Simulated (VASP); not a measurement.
# SiC (wurtzite type) (P6_3mc) in VASP: notebook

Runs on SiC (wurtzite type). Level: PBE. Tasks: single point, relaxation of cell and atoms.

All numbers are computed with VASP 6.6.1; they aren't measurements. Logs are shortened: lines on timing, memory, paths and dates and some standing lists are left out, and cuts for length are marked.

### Step 1. The cell of the first run

It takes space group P6_3mc (No. 186, hexagonal). The conventional cell has a = 2.922 Å, b = 2.922 Å, c = 4.786 Å, α = 90.00°, β = 90.00°, γ = 120.00°. Si (site symmetry 3m) has 4 C at 1.79 to 1.80 Å within 2.4 Å. C (site symmetry 3m) has 4 Si at 1.79 to 1.80 Å within 2.4 Å.

### Step 2. Single point, PBE

INCAR

```
  ALGO = Normal
  EDIFF = 1E-6
  ENCUT = 520
  GGA = PE
  ISIF = 2
  ISMEAR = -1
  LASPH = T
  LCHARG = F
  LREAL = F
  LWAVE = F
  NBANDS = 16
  NELM = 80
  PREC = Accurate
  SIGMA = 0.1
```

KPOINTS

```
k-points
0
Gamma
  12 12 7
```

POSCAR

```
SiC
1.0
    2.9218300164      0.0000000000      0.0000000000
   -1.4609150082      2.5303790197      0.0000000000
    0.0000000000      0.0000000000      4.7862657359
Si C
2 2
Direct
    0.3333333333      0.6666666667      0.0000474551
    0.6666666667      0.3333333333      0.5000474551
    0.3333333333      0.6666666667      0.3759525449
    0.6666666667      0.3333333333      0.8759525449
```

Potentials or basis: VASP PAW PBE potentials, release 64 (Si, C).

Launch:

```
$ cat potpaw_PBE.64/Si/POTCAR potpaw_PBE.64/C/POTCAR > POTCAR
$ mpirun -np 1 vasp_std > vasp.out
```

OUTCAR:

```text
EDIFF = 1E-6
   ENCUT = 520
   GGA = PE
   ISIF = 2
   ISMEAR = -1
   LASPH = T
   LREAL = F
   NELM = 80
   PREC = Accurate

 ion  position               nearest neighbor table
   1  0.333  0.667  0.000-   4 1.79   4 1.79   4 1.79   3 1.80   2 2.93   2 2.93   2 2.93   2 2.93
                             2 2.93   2 2.93
   2  0.667  0.333  0.500-   3 1.79   3 1.79   3 1.79   4 1.80   1 2.93   1 2.93   1 2.93   1 2.93
                             1 2.93   1 2.93
   3  0.333  0.667  0.376-   2 1.79   2 1.79   2 1.79   1 1.80
   4  0.667  0.333  0.876-   1 1.79   1 1.79   1 1.79   2 1.80

  LATTYP: Found a hexagonal cell.
 ALAT       =     2.9218300164
 C/A-ratio  =     1.6381054712

  Lattice vectors:

 A1 = (   2.9218300164,   0.0000000000,   0.0000000000)
 A2 = (  -1.4609150082,   2.5303790197,   0.0000000000)
 A3 = (   0.0000000000,   0.0000000000,   4.7862657359)

Analysis of symmetry for initial positions (statically):
=====================================================================
 Subroutine PRICEL returns:
 Original cell was already a primitive cell.

 Routine SETGRP: Setting up the symmetry group for a
 hexagonal supercell.

 Subroutine GETGRP returns: Found 12 space group operations
 (whereof  6 operations were pure point group operations)
 out of a pool of 24 trial point group operations.

The static configuration has the point symmetry C_3v.
 The point group associated with its full space group is C_6v.

Analysis of symmetry for dynamics (positions and initial velocities):
=====================================================================
 Subroutine PRICEL returns:
 Original cell was already a primitive cell.

 Routine SETGRP: Setting up the symmetry group for a
 hexagonal supercell.

 Subroutine GETGRP returns: Found 12 space group operations
 (whereof  6 operations were pure point group operations)
 out of a pool of 24 trial point group operations.

The dynamic configuration has the point symmetry C_3v.
 The point group associated with its full space group is C_6v.

 Subroutine INISYM returns: Found 12 space group operations
 (whereof  6 operations are pure point group operations),
 and found     1 'primitive' translations

[... 91 lines left out ...]
   ICHARG =      2    charge: 1-file 2-atom 10-const
   ISPIN  =      1    spin polarized calculation?
   LNONCOLLINEAR =      F non collinear calculations
   LSORBIT =      F    spin-orbit coupling
   LASPH  =      T    aspherical Exc in radial PAW
   ENCUT  =  520.0 eV  38.22 Ry    6.18 a.u.   5.43  5.43  8.90*2*pi/ulx,y,z
   NELM   =     80;   NELMIN=  2; NELMDL= -5     # of ELM steps
   EDIFF  = 0.1E-05   stopping-criterion for ELM
   LREAL  =      F    real-space projection
   EDIFFG = 0.1E-04   stopping-criterion for IOM
   NSW    =      0    number of steps for IOM
   IBRION =     -1    ionic relax: 0-MD 1-quasi-New 2-CG
   NFREE  =      0    steps in history (QN), initial steepest desc. (CG)
   ISIF   =      2    stress and relaxation
   ISYM   =      2    0-nonsym 1-usesym 2-fastsym
   POTIM  = 0.5000    time-step for ionic-motion
   TEBEG  =    0.0;   TEEND  =   0.0 temperature during run
   PSTRESS=    0.0 pullay stress
   NELECT =      16.0000    total number of electrons
   NUPDOWN=      -1.0000    fix difference up-down
   EMIN   =  10.00;   EMAX   =-10.00  energy-range for DOS
   EFERMI =   0.00;   METHOD = LEGACY
   ISMEAR =    -1;   SIGMA  =   0.10  broadening in eV -4-tet -1-fermi 0-gaus
   EFERMI_NEDOS =   21; number of points for ismear=-14 and -15
   IALGO  =     38    algorithm
   IMIX   =      4    mixing-type and parameters
     AMIX     =   0.40;   BMIX     =  1.00
     AMIX_MAG =   1.60;   BMIX_MAG =  1.00
  volume/ion in A,a.u.               =       8.85        59.70
  Fermi-wavevector in a.u.,A,eV,Ry     =   1.256519  2.374477 21.481421  1.578840
  Thomas-Fermi vector in A             =   2.390223
   LORBIT       =      0    0 simple, 1 ext, 2 COOP (PROOUT), +10 PAW based schemes
   GGA     = PE    functional components
   LHFCALC =     F    Hartree Fock is set to
   AEXX    =    0.0000 exact exchange contribution
   IVDW    =     0    specifies the selected vdW correction
   LEPSILON=     F    determine dielectric tensor
   LRPA    =     F    only Hartree local field effects (RPA)
 non-spin polarized calculation
  energy-cutoff  :      520.00
  volume of cell :       35.39
 maximum number of plane-waves:       989
 NGX is ok and might be reduce to    24
   NGX = 11   NGY = 11   NGZ = 17

 number of electron      16.0000002 magnetization

 Free energy of the ion-electron system (eV)
  ---------------------------------------------------
  ext. energy  EPLUGINS =         0.00000000
  ---------------------------------------------------
  free energy    TOTEN  =       -29.19413139 eV

  energy without entropy =      -29.19413012  energy(sigma->0) =      -29.19413075

 E-fermi :  11.2074     XC(G=0): -12.0443

 val. band max:       10.1246626608   @ k =   0.0000   0.0000   0.0000
 cond. band min:      12.1110967533   @ k =   0.3333   0.3333   0.0000
 fundamental gap:      1.9864340925
 Fermi energy:        11.2073696914

 k-point     1 :       0.0000    0.0000    0.0000
  band No.  band energies     occupation
      1      -6.7393      2.00000
      2      -2.5359      2.00000
      3       0.4909      2.00000
      4       8.7360      2.00000
      5       8.7360      2.00000
      6      10.0259      1.99999
[... 433 lines left out ...]
      3       2.2859      2.00000
      4       3.6711      2.00000
      5       5.2168      2.00000
      6       6.9777      2.00000
[... 8 lines left out ...]
     15      22.8348      0.00000
     16      23.5293      0.00000

 [... further k-points ...]
[... 5 lines left out ...]
  --------------------------------------------------------------------------------------
  -------------------------------------------------------------------------------------
  Total       11.2259457     11.2259457     11.2292818      0.0000000      0.0000000      0.0000000
  in kB      508.2720008    508.2720007    508.4230519      0.0000000      0.0000000      0.0000000
  external PRESSURE =     508.3223511 kB  Pullay stress =       0.0000000 kB

 VOLUME and BASIS-vectors are now :
 -----------------------------------------------------------------------------
  energy-cutoff  :      520.00
  volume of cell :       35.39
      direct lattice vectors                 reciprocal lattice vectors
     2.921830016  0.000000000  0.000000000     0.342251258  0.197598856  0.000000000
    -1.460915008  2.530379020  0.000000000     0.000000000  0.395197712  0.000000000
     0.000000000  0.000000000  4.786265736     0.000000000  0.000000000  0.208931149

 POSITION                                       TOTAL-FORCE (eV/Angst)
 -----------------------------------------------------------------------------------
     -0.00000      1.68692      0.00023        -0.000000     -0.000000     -0.000039
      1.46092      0.84346      2.39336         0.000000      0.000000     -0.000039
     -0.00000      1.68692      1.79941        -0.000000      0.000000      0.000039
      1.46092      0.84346      4.19254         0.000000     -0.000000      0.000039
 -----------------------------------------------------------------------------------
    total drift:                               -0.000000      0.000000     -0.000294

  FREE ENERGIE OF THE ION-ELECTRON SYSTEM (eV)
  ---------------------------------------------------
  free  energy   TOTEN  =       -29.1941313868 eV

  energy  without entropy=      -29.1941301168  energy(sigma->0) =      -29.19413075
```

Wall time 18 s (1 thread of Intel Xeon 6975P-C (Granite Rapids), shared host); peak memory 0.16 GiB.

What came out:

```
Free energy            : -29.1941 eV
Pressure               : 50.8 GPa
Band gap on the k mesh : 1.99 eV, indirect (least direct gap 4.26 eV)
```

Levels at points of the mesh, in eV from the valence-band top:
| k point | band 5 | band 6 | band 7 | band 8 | band 9 | band 10 | band 11 | band 12 |
| --- | --- | --- | --- | --- | --- | --- | --- | --- |
| (0.00, 0.00, 0.00) | -1.39 | -0.10 | 0.00 | 0.00 | 6.16 | 7.65 | 7.65 | 7.86 |
| (0.50, 0.00, 0.00) | -5.98 | -3.74 | -3.64 | -1.23 | 3.04 | 4.39 | 7.76 | 8.09 |

A k mesh can miss the band edges. Expect the measured gap to be larger: semilocal functionals such as PBE lack the derivative discontinuity.

### Step 3. Relaxation of cell and atoms, PBE, target pressure 51 GPa, at which the enthalpy is minimised

This run uses another cell than the first one, of 8.22 Å³/atom, 0.930 times its volume.

INCAR

```
SYSTEM = SiC
PREC = Accurate ; ENCUT = 600
EDIFF = 1E-6 ; ISMEAR = -1
SIGMA = 0.1 ; LREAL = .FALSE.
LASPH = .TRUE. ; NELM = 100
ALGO = Normal ; ISIF = 3
LWAVE = .FALSE. ; LCHARG = .FALSE.
GGA = PE ; IBRION = 2
NSW = 60 ; EDIFFG = -0.005
PSTRESS = 510.0
```

KPOINTS

```
regular mesh
0
G
  12 12 7
  0 0 0
```

POSCAR

```
SiC
1.0
    2.8562354272      0.0000000000      0.0000000000
   -1.4281177136      2.4735724391      0.0000000000
    0.0000000000      0.0000000000      4.6556637463
Si C
2 2
Direct
    0.3333333333      0.6666666667      0.0000000000
    0.6666666667      0.3333333333      0.5000000000
    0.3333333333      0.6666666667      0.3760000000
    0.6666666667      0.3333333333      0.8760000000
```

Potentials or basis: VASP PAW PBE potentials, release 64 (Si, C).

Launch:

```
$ cat potpaw_PBE.64/Si/POTCAR potpaw_PBE.64/C/POTCAR > POTCAR
$ mpirun -np 1 vasp_std > vasp.out
```

Wall time 1.9 min (1 thread of Intel Xeon 6975P-C, shared host); peak memory 0.18 GiB.

The run converged. Its results:

* Free energy: -29.1859 eV
* Relaxed volume: 8.84 Å³/atom
* Relaxed cell: a = 2.921 Å, b = 2.921 Å, c = 4.785 Å, α = 90.00°, β = 90.00°, γ = 120.00°
* Space group after relaxing (to 0.05 Å): P6_3mc (No. 186)
* Energy change on relaxing (the enthalpy is what falls): -254.9 meV/atom
* Ionic steps: 13
* Pressure after relaxing: 51.0 GPa
* Band gap on the k mesh: 1.99 eV, indirect (least direct gap 4.27 eV)

The path:
| step | energy change (eV) | largest force (eV/Å) | pressure (GPa) | volume (Å³) |
| --- | --- | --- | --- | --- |
| 1 | 0.0000 | 0.1274 | 82.96 | 32.89 |
| 2 | -1.9288 | 0.2694 | 3.61 | 41.33 |
| 3 | -1.0617 | 0.0910 | 49.51 | 35.49 |
| 4 | -1.0209 | 0.0833 | 50.95 | 35.36 |
| 5 | -1.0048 | 0.0804 | 51.51 | 35.31 |
| 6 | -1.0099 | 0.0837 | 51.34 | 35.33 |
| 7 | -1.0079 | 0.0093 | 51.42 | 35.32 |
| 8 | -1.0384 | 0.0184 | 50.37 | 35.42 |
| 9 | -1.0243 | 0.0054 | 50.85 | 35.37 |
| 10 | -1.0178 | 0.0070 | 51.09 | 35.35 |
| 11 | -1.0199 | 0.0065 | 51.01 | 35.36 |
| 12 | -1.0196 | 0.0052 | 51.02 | 35.36 |
| 13 | -1.0197 | 0.0006 | 51.02 | 35.36 |

Final structure:
```
CELL_PARAMETERS angstrom
2.92110 0.00000 0.00000
-1.46055 2.52975 0.00000
0.00000 0.00000 4.78492
ATOMIC_POSITIONS crystal
Si 0.33333 0.66667 0.00005
Si 0.66667 0.33333 0.50005
C 0.33333 0.66667 0.37595
C 0.66667 0.33333 0.87595
```

Levels at points of the mesh, in eV from the valence-band top:
| k point | band 4 | band 5 | band 6 | band 7 | band 8 | band 9 | band 10 | band 11 | band 12 |
| --- | --- | --- | --- | --- | --- | --- | --- | --- | --- |
| (0.00, 0.00, 0.00) | -1.39 | -1.39 | -0.10 | 0.00 | 0.00 | 6.16 | 7.65 | 7.65 | 7.87 |
| (0.50, 0.00, 0.00) | -6.68 | -5.98 | -3.74 | -3.64 | -1.23 | 3.04 | 4.39 | 7.77 | 8.09 |

Caveat: the cell is relaxed towards a set pressure, so the enthalpy falls and the energy may rise. A k mesh can miss the band edges.
